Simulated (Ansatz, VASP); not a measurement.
KBr: VASP beside Ansatz

```
CELL_PARAMETERS angstrom
-0.34572 3.11146 3.11146
3.11146 -0.34572 3.11146
3.11146 3.11146 -0.34572
ATOMIC_POSITIONS crystal
K 0.00000 0.00000 0.00000
Br 0.50000 0.50000 0.50000
```

Alike in both runs: task single point; functional PBEsol; k mesh 8 × 8 × 8; occupations gaussian, width 0.05 eV; no spin polarisation.

```csv
,VASP,Ansatz
version,VASP 6.6.1,Ansatz 0.2.0
potentials or method,"VASP PAW PBE potentials, release 64 (K_sv, Br), cutoff 520 eV","scalar-relativistic, plane waves, PAW"
valence electrons in the cell,16,16
```

```csv
,VASP,Ansatz,Ansatz less VASP
gap on the k mesh at the Fermi level (eV),4.05,4.05,+0.003
least direct gap on the mesh (eV),4.05,4.05,+0.003
pressure (GPa),-0.1,-0.2,-0.05
"traceless stress, the component that is largest in VASP (GPa)",0.37,0.37,+0.005
```

VASP's potentials were made for PBE, not for PBEsol. With one functional, cell and mesh, what is left measures potentials, basis and numerics.
